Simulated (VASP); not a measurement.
# GaO (Pm-3m) in VASP: a series of runs, part 2 of 2

VASP 6.6.1.

## (3) Single point, PBE

This run uses another cell than the first one, of 11.38 Å³/atom, 0.659 times its volume.

Contents of INCAR:

```
ALGO = Normal
EDIFF = 1E-6
ENCUT = 520
GGA = PE
ISIF = 2
ISMEAR = 0
LASPH = True
LCHARG = False
LREAL = False
LWAVE = False
NBANDS = 16
NELM = 100
PREC = Accurate
SIGMA = 0.1
```

Contents of KPOINTS:

```
k-points
0
Gamma
  20 20 20
```

Contents of POSCAR:

```
GaO
1.0
    2.8335692368      0.0000000000      0.0000000000
    0.0000000000      2.8335692368      0.0000000000
    0.0000000000      0.0000000000      2.8335692368
Ga O
1 1
Direct
    0.5000000000      0.5000000000      0.5000000000
    0.0000000000      0.0000000000      0.0000000000
```

Potentials or basis: VASP PAW PBE potentials, release 64 (Ga_d, O).

Command:

```bash
> cat potpaw_PBE.64/Ga_d/POTCAR potpaw_PBE.64/O/POTCAR > POTCAR
> mpirun -np 1 vasp_std > vasp.out
```

OUTCAR:

```text
EDIFF = 1E-6
   ENCUT = 520
   GGA = PE
   ISIF = 2
   ISMEAR = 0
   LASPH = True
   LREAL = False
   NELM = 100
   PREC = Accurate

 ion  position               nearest neighbor table
   1  0.500  0.500  0.500-
   2  0.000  0.000  0.000-

  LATTYP: Found a simple cubic cell.
 ALAT       =     2.8335692368

  Lattice vectors:

 A1 = (   2.8335692368,   0.0000000000,   0.0000000000)
 A2 = (   0.0000000000,   2.8335692368,   0.0000000000)
 A3 = (   0.0000000000,   0.0000000000,   2.8335692368)

Analysis of symmetry for initial positions (statically):
=====================================================================
 Subroutine PRICEL returns:
 Original cell was already a primitive cell.

 Routine SETGRP: Setting up the symmetry group for a
 simple cubic supercell.

 Subroutine GETGRP returns: Found 48 space group operations
 (whereof 48 operations were pure point group operations)
 out of a pool of 48 trial point group operations.

The static configuration has the point symmetry O_h .

Analysis of symmetry for dynamics (positions and initial velocities):
=====================================================================
 Subroutine PRICEL returns:
 Original cell was already a primitive cell.

 Routine SETGRP: Setting up the symmetry group for a
 simple cubic supercell.

 Subroutine GETGRP returns: Found 48 space group operations
 (whereof 48 operations were pure point group operations)
 out of a pool of 48 trial point group operations.

The dynamic configuration has the point symmetry O_h .

 Subroutine INISYM returns: Found 48 space group operations
 (whereof 48 operations are pure point group operations),
 and found     1 'primitive' translations

----------------------------------------------------------------------------------------

                                     Primitive cell

  volume of cell :      22.7511

  direct lattice vectors                    reciprocal lattice vectors
     2.833569237  0.000000000  0.000000000     0.352911793  0.000000000  0.000000000
     0.000000000  2.833569237  0.000000000     0.000000000  0.352911793  0.000000000
     0.000000000  0.000000000  2.833569237     0.000000000  0.000000000  0.352911793

  length of vectors
     2.833569237  2.833569237  2.833569237     0.352911793  0.352911793  0.352911793

  position of ions in fractional coordinates (direct lattice)
     0.500000000  0.500000000  0.500000000
     0.000000000  0.000000000  0.000000000

  ion indices of the primitive-cell ions
   primitive index   ion index
                 1           1
                 2           2

----------------------------------------------------------------------------------------

 KPOINTS: k-points

Automatic generation of k-mesh.
 Grid dimensions read from file:
 generate k-points for:   20   20   20

 Generating k-lattice:

  Cartesian coordinates                     Fractional coordinates (reciprocal lattice)
     0.017645590  0.000000000  0.000000000     0.050000000  0.000000000  0.000000000
     0.000000000  0.017645590  0.000000000     0.000000000  0.050000000  0.000000000
     0.000000000  0.000000000  0.017645590     0.000000000  0.000000000  0.050000000

  Length of vectors
     0.017645590  0.017645590  0.017645590

  Shift w.r.t. Gamma in fractional coordinates (k-lattice)
     0.000000000  0.000000000  0.000000000

 Subroutine IBZKPT returns following result:
 ===========================================

 Found    286 irreducible k-points:

 Following reciprocal coordinates:
            Coordinates               Weight
  0.000000  0.000000  0.000000      1.000000
  0.050000  0.000000  0.000000      6.000000
  0.100000  0.000000  0.000000      6.000000
  0.150000  0.000000  0.000000      6.000000
  0.200000  0.000000  0.000000      6.000000
  0.250000  0.000000  0.000000      6.000000
[... 16 lines left out ...]
  0.150000  0.100000  0.000000     24.000000
  0.200000  0.100000  0.000000     24.000000
 [... further k-points ...]
   k-points           NKPTS =    286   k-points in BZ     NKDIM =    286   number of bands    NBANDS=     16
   number of dos      NEDOS =    301   number of ions     NIONS =      2
   total plane-waves  NPLWV =  13824
   dimension x,y,z NGX =    24 NGY =   24 NGZ =   24
   dimension x,y,z NGXF=    48 NGYF=   48 NGZF=   48
   ions per type =               1   1
   NGX,Y,Z   is equivalent  to a cutoff of  14.08, 14.08, 14.08 a.u.
   NGXF,Y,Z  is equivalent  to a cutoff of  28.16, 28.16, 28.16 a.u.
 SYSTEM =  unknown system
   PREC   = accura    normal or accurate (medium, high low for compatibility)
   ISTART =      0    job   : 0-new  1-cont  2-samecut
   ICHARG =      2    charge: 1-file 2-atom 10-const
   ISPIN  =      1    spin polarized calculation?
   LNONCOLLINEAR =      F non collinear calculations
   LSORBIT =      F    spin-orbit coupling
   LASPH  =      T    aspherical Exc in radial PAW
   ENCUT  =  520.0 eV  38.22 Ry    6.18 a.u.   5.27  5.27  5.27*2*pi/ulx,y,z
   NELM   =    100;   NELMIN=  2; NELMDL= -5     # of ELM steps
   EDIFF  = 0.1E-05   stopping-criterion for ELM
   LREAL  =      F    real-space projection
   EDIFFG = 0.1E-04   stopping-criterion for IOM
   NSW    =      0    number of steps for IOM
   IBRION =     -1    ionic relax: 0-MD 1-quasi-New 2-CG
   NFREE  =      0    steps in history (QN), initial steepest desc. (CG)
   ISIF   =      2    stress and relaxation
   ISYM   =      2    0-nonsym 1-usesym 2-fastsym
   POTIM  = 0.5000    time-step for ionic-motion
   TEBEG  =    0.0;   TEEND  =   0.0 temperature during run
   PSTRESS=    0.0 pullay stress
   NELECT =      19.0000    total number of electrons
   NUPDOWN=      -1.0000    fix difference up-down
   EMIN   =  10.00;   EMAX   =-10.00  energy-range for DOS
   EFERMI =   0.00;   METHOD = LEGACY
   ISMEAR =     0;   SIGMA  =   0.10  broadening in eV -4-tet -1-fermi 0-gaus
   EFERMI_NEDOS =   21; number of points for ismear=-14 and -15
   IALGO  =     38    algorithm
   IMIX   =      4    mixing-type and parameters
     AMIX     =   0.40;   BMIX     =  1.00
     AMIX_MAG =   1.60;   BMIX_MAG =  1.00
  volume/ion in A,a.u.               =      11.38        76.77
  Fermi-wavevector in a.u.,A,eV,Ry     =   1.541673  2.913339 32.337714  2.376755
  Thomas-Fermi vector in A             =   2.647586
   LORBIT       =      0    0 simple, 1 ext, 2 COOP (PROOUT), +10 PAW based schemes
   GGA     = PE    functional components
   LHFCALC =     F    Hartree Fock is set to
   AEXX    =    0.0000 exact exchange contribution
   IVDW    =     0    specifies the selected vdW correction
   LEPSILON=     F    determine dielectric tensor
   LRPA    =     F    only Hartree local field effects (RPA)
 non-spin polarized calculation
 Gauss-broadening in eV      SIGMA  =   0.10
  energy-cutoff  :      520.00
  volume of cell :       22.75
 maximum number of plane-waves:       627
 NGX is ok and might be reduce to    24
   NGX = 11   NGY = 11   NGZ = 11

 number of electron      19.0000007 magnetization

 Free energy of the ion-electron system (eV)
  ---------------------------------------------------
  ext. energy  EPLUGINS =         0.00000000
  ---------------------------------------------------
  free energy    TOTEN  =        -8.63958723 eV

  energy without entropy =       -8.63536292  energy(sigma->0) =       -8.63747508

 E-fermi :   6.3675     XC(G=0): -12.0685

 val. band max:        6.3606168233   @ k =   0.3500   0.3500   0.2500
 cond. band min:       6.3705594073   @ k =   0.4000   0.3000   0.2000
 fundamental gap:      0.0099425840
 Fermi energy:         6.3674842928

 k-point     1 :       0.0000    0.0000    0.0000
  band No.  band energies     occupation
      1     -13.1396      2.00000
      2      -8.8440      2.00000
      3      -8.8440      2.00000
      4      -8.4508      2.00000
      5      -8.4508      2.00000
      6      -8.4508      2.00000
[... 8 lines left out ...]
     15      17.6224      0.00000
     16      31.0976      0.00000

 k-point     2 :       0.0500    0.0000    0.0000
  band No.  band energies     occupation
      1     -13.1190      2.00000
      2      -8.8432      2.00000
      3      -8.8378      2.00000
      4      -8.4541      2.00000
      5      -8.4541      2.00000
      6      -8.4506      2.00000
[... 8 lines left out ...]
     15      18.1902      0.00000
     16      31.2183      0.00000
[... 387 lines left out ...]
      5      -8.4775      2.00000
      6      -8.4600      2.00000
[... 8 lines left out ...]
     15      21.0813      0.00000
     16      27.2243      0.00000

 k-point    24 :       0.2000    0.1000    0.0000
  band No.  band energies     occupation
      1     -12.7643      2.00000
      2      -8.8163      2.00000
      3      -8.7459      2.00000
      4      -8.5018      2.00000
      5      -8.4952      2.00000
      6      -8.4585      2.00000
[... 8 lines left out ...]
     15      22.2065      0.00000
     16      26.2232      0.00000

 [... further k-points ...]
[... 5 lines left out ...]
  --------------------------------------------------------------------------------------
  -------------------------------------------------------------------------------------
  Total        0.0384469      0.0384469      0.0384469      0.0000000     -0.0000000     -0.0000000
  in kB        2.7075130      2.7075130      2.7075130      0.0000000     -0.0000000     -0.0000000
  external PRESSURE =       2.7075130 kB  Pullay stress =       0.0000000 kB

 VOLUME and BASIS-vectors are now :
 -----------------------------------------------------------------------------
  energy-cutoff  :      520.00
  volume of cell :       22.75
      direct lattice vectors                 reciprocal lattice vectors
     2.833569237  0.000000000  0.000000000     0.352911793  0.000000000  0.000000000
     0.000000000  2.833569237  0.000000000     0.000000000  0.352911793  0.000000000
     0.000000000  0.000000000  2.833569237     0.000000000  0.000000000  0.352911793

 POSITION                                       TOTAL-FORCE (eV/Angst)
 -----------------------------------------------------------------------------------
      1.41678      1.41678      1.41678         0.000000      0.000000      0.000000
      0.00000      0.00000      0.00000         0.000000      0.000000      0.000000
 -----------------------------------------------------------------------------------
    total drift:                                0.000000      0.000000     -0.000000

  FREE ENERGIE OF THE ION-ELECTRON SYSTEM (eV)
  ---------------------------------------------------
  free  energy   TOTEN  =        -8.6395872310 eV

  energy  without entropy=       -8.6353629249  energy(sigma->0) =       -8.63747508
```

Run time: 57 s. Hardware: 1 thread of Intel Xeon Platinum 8259CL at 2.50GHz (Skylake/Cascade Lake), shared host; peak memory 0.22 GiB.

What came out:

| Property | Result |
| --- | --- |
| Free energy | -8.6396 eV |
| Pressure | 0.3 GPa |

Caveat: an odd number of electrons without spin polarisation forces a metal; a magnetic or distorted state may lie lower.

## (4) Relaxation of cell and atoms, PBE

This run uses another cell than the first one, of 11.38 Å³/atom, 0.659 times its volume.

Contents of INCAR:

```
SYSTEM = GaO
PREC = Accurate ; ENCUT = 600
EDIFF = 1E-6 ; ISMEAR = 0
SIGMA = 0.1 ; LREAL = .False.
LASPH = .True. ; NELM = 100
ALGO = Normal ; ISIF = 3
LWAVE = .False. ; LCHARG = .False.
GGA = PE ; IBRION = 2
NSW = 100 ; EDIFFG = -0.01
```

Contents of KPOINTS:

```
regular mesh
0
Gamma
  20 20 20
  0 0 0
```

POSCAR is that of step 3.

Potentials or basis: VASP PAW PBE potentials, release 64 (Ga_d, O).

Command:

```bash
> cat potpaw_PBE.64/Ga_d/POTCAR potpaw_PBE.64/O/POTCAR > POTCAR
> mpirun -np 1 vasp_std > vasp.out
```

OUTCAR:

```text
SYSTEM = GaO
   PREC = Accurate
   ENCUT = 600
   EDIFF = 1E-6
   ISMEAR = 0
   LREAL = .False.
   LASPH = .True.
   NELM = 100
   ISIF = 3
   GGA = PE
   IBRION = 2
   NSW = 100
   EDIFFG = -0.01

 ion  position               nearest neighbor table
   1  0.500  0.500  0.500-
   2  0.000  0.000  0.000-

  LATTYP: Found a simple cubic cell.
 ALAT       =     2.8335692368

  Lattice vectors:

 A1 = (   2.8335692368,   0.0000000000,   0.0000000000)
 A2 = (   0.0000000000,   2.8335692368,   0.0000000000)
 A3 = (   0.0000000000,   0.0000000000,   2.8335692368)

Analysis of symmetry for initial positions (statically):
=====================================================================
 Subroutine PRICEL returns:
 Original cell was already a primitive cell.

 Routine SETGRP: Setting up the symmetry group for a
 simple cubic supercell.

 Subroutine GETGRP returns: Found 48 space group operations
 (whereof 48 operations were pure point group operations)
 out of a pool of 48 trial point group operations.

The static configuration has the point symmetry O_h .

Analysis of symmetry for dynamics (positions and initial velocities):
=====================================================================
 Subroutine PRICEL returns:
 Original cell was already a primitive cell.

 Routine SETGRP: Setting up the symmetry group for a
 simple cubic supercell.

 Subroutine GETGRP returns: Found 48 space group operations
 (whereof 48 operations were pure point group operations)
 out of a pool of 48 trial point group operations.

The dynamic configuration has the point symmetry O_h .

 Subroutine INISYM returns: Found 48 space group operations
[... 170 lines left out ...]
      1.41678      1.41678      1.41678         0.000000      0.000000      0.000000
      0.00000      0.00000      0.00000         0.000000      0.000000      0.000000
 -----------------------------------------------------------------------------------
    total drift:                                0.000000      0.000000     -0.000000

  FREE ENERGIE OF THE ION-ELECTRON SYSTEM (eV)
  ---------------------------------------------------
  free  energy   TOTEN  =        -8.6407682073 eV

  energy  without entropy=       -8.6365440547  energy(sigma->0) =       -8.63865613

--------------------------------------- Ionic step        2  -------------------------------------------

 number of electron      19.0000008 magnetization

 Free energy of the ion-electron system (eV)
  ---------------------------------------------------
  ext. energy  EPLUGINS =         0.00000000
  ---------------------------------------------------
  free energy    TOTEN  =        -8.64077928 eV

  energy without entropy =       -8.63655096  energy(sigma->0) =       -8.63866512

 E-fermi :   6.3449     XC(G=0): -12.0598

 val. band max:        6.3378380702   @ k =   0.3500   0.3500   0.2500
 cond. band min:       6.3478826859   @ k =   0.4000   0.3000   0.2000
 fundamental gap:      0.0100446157
 Fermi energy:         6.3449323770

 k-point     1 :       0.0000    0.0000    0.0000
  band No.  band energies     occupation
      1     -13.1462      2.00000
      2      -8.8612      2.00000
      3      -8.8612      2.00000
      4      -8.4696      2.00000
      5      -8.4696      2.00000
      6      -8.4696      2.00000
      7       0.9496      2.00000
      8       3.3634      2.00000
      9       3.3634      2.00000
     10       3.3634      2.00000
     11      16.2490      0.00000
     12      16.2490      0.00000
     13      17.5888      0.00000
[... 354 lines left out ...]
  band No.  band energies     occupation
      1     -12.7722      2.00000
      2      -8.8336      2.00000
      3      -8.7635      2.00000
      4      -8.5203      2.00000
      5      -8.5137      2.00000
      6      -8.4772      2.00000
      7      -0.5466      2.00000
      8       2.8796      2.00000
      9       3.6671      2.00000
     10       5.1443      2.00000
     11      12.9578      0.00000
     12      15.0552      0.00000
     13      17.2712      0.00000

 [... further k-points ...]
[... 5 lines left out ...]
  --------------------------------------------------------------------------------------
  -------------------------------------------------------------------------------------
  Total       -0.0070525     -0.0070525     -0.0070525      0.0000000     -0.0000000      0.0000000
  in kB       -0.4959048     -0.4959048     -0.4959048      0.0000000     -0.0000000      0.0000000
  external PRESSURE =      -0.4959048 kB  Pullay stress =       0.0000000 kB

 VOLUME and BASIS-vectors are now :
 -----------------------------------------------------------------------------
  energy-cutoff  :      600.00
  volume of cell :       22.79
      direct lattice vectors                 reciprocal lattice vectors
     2.834992493  0.000000000 -0.000000000     0.352734620 -0.000000000 -0.000000000
     0.000000000  2.834992493 -0.000000000    -0.000000000  0.352734620 -0.000000000
     0.000000000  0.000000000  2.834992493     0.000000000  0.000000000  0.352734620

 POSITION                                       TOTAL-FORCE (eV/Angst)
 -----------------------------------------------------------------------------------
      1.41750      1.41750      1.41750         0.000000     -0.000000      0.000000
      0.00000      0.00000      0.00000        -0.000000      0.000000      0.000000
 -----------------------------------------------------------------------------------
    total drift:                                0.000000      0.000000     -0.000000

  FREE ENERGIE OF THE ION-ELECTRON SYSTEM (eV)
  ---------------------------------------------------
  free  energy   TOTEN  =        -8.6407792782 eV

  energy  without entropy=       -8.6365509642  energy(sigma->0) =       -8.63866512

 reached required accuracy - stopping structural energy minimisation
```

OSZICAR:

```text
N       E                     dE             d eps       ncg     rms          rms(c)
DAV:   1     0.103079114077E+03    0.10308E+03   -0.10494E+04  7657   0.280E+03
DAV:   2    -0.219333489921E+01   -0.10527E+03   -0.10074E+03  8370   0.404E+02
DAV:   3    -0.987471861850E+01   -0.76814E+01   -0.74997E+01  8311   0.892E+01
[... 12 lines left out ...]
DAV:   2    -0.864086120069E+01    0.32490E-03   -0.82519E-04  8777   0.436E-01    0.504E-02
DAV:   3    -0.864080321527E+01    0.57985E-04   -0.88756E-05  9578   0.231E-01    0.278E-02
DAV:   4    -0.864078193097E+01    0.21284E-04   -0.20301E-05 10773   0.698E-02    0.561E-03
DAV:   5    -0.864077929365E+01    0.26373E-05   -0.23512E-06  5107   0.286E-02    0.664E-04
DAV:   6    -0.864077927824E+01    0.15416E-07   -0.17764E-07  3773   0.538E-03
   2 F= -.86407793E+01 E0= -.86386651E+01  d E =-.110709E-04
```

CONTCAR:

```text
GaO
   1.00000000000000
     2.8349924933715238    0.0000000000000000   -0.0000000000000000
     0.0000000000000000    2.8349924933715238   -0.0000000000000000
     0.0000000000000000    0.0000000000000000    2.8349924933715238
  Ga              O
     1     1
Direct
     0.5000000000000000    0.5000000000000000    0.5000000000000000
     0.0000000000000000    0.0000000000000000    0.0000000000000000

  0.00000000E+00  0.00000000E+00  0.00000000E+00
  0.00000000E+00  0.00000000E+00  0.00000000E+00
```

Run time: 73 s. Hardware: 1 thread of Intel Xeon Platinum 8259CL at 2.50GHz (Skylake/Cascade Lake), shared host; peak memory 0.23 GiB.

What came out:

```
Free energy                            : -8.6408 eV
Relaxed volume                         : 11.39 Å³/atom
Relaxed cell                           : a = 2.835 Å, b = 2.835 Å, c = 2.835 Å, α = 90.00°, β = 90.00°, γ = 90.00°
Space group after relaxing (to 0.05 Å) : Pm-3m (No. 221)
Energy gained by relaxing              : 0.0 meV/atom
Ionic steps                            : 2
Pressure after relaxing                : 0.0 GPa
```

Final structure:
```cif
data_structure
_symmetry_space_group_name_H-M 'P 1'
_symmetry_Int_Tables_number 1
_cell_length_a 2.8350
_cell_length_b 2.8350
_cell_length_c 2.8350
_cell_angle_alpha 90.000
_cell_angle_beta 90.000
_cell_angle_gamma 90.000
_cell_volume 22.79
loop_
_atom_site_label
_atom_site_type_symbol
_atom_site_fract_x
_atom_site_fract_y
_atom_site_fract_z
_atom_site_occupancy
Ga1 Ga 0.50000 0.50000 0.50000 1
O1 O 0.00000 0.00000 0.00000 1
```

Caveat: an odd number of electrons without spin polarisation forces a metal; a magnetic or distorted state may lie lower.

## (5) Overview

```tsv
task	spin	cell	k mesh	cutoff (eV)	gap on the mesh (eV)	pressure (GPa)
single point	collinear, ferromagnetic start	a = 3.257 Å, 2 atoms	6 × 6 × 6	520	none	-17.4
single point	off	a = 2.834 Å, 2 atoms	20 × 20 × 20	520	none	0.3
relaxation of cell and atoms	off	relaxed from a = 2.834 Å, 2 atoms	20 × 20 × 20	600	none	0.0
```

Alike in all rows: level PBE; potentials or basis VASP PAW PBE potentials, release 64 (Ga_d, O); smearing gaussian 0.1 eV.

Caveats: an odd number of electrons without spin polarisation forces a metal (some runs); a magnetic or distorted state may lie lower (some runs).

Total energies depend on the potentials used, so only differences within one code and one set of settings carry meaning.
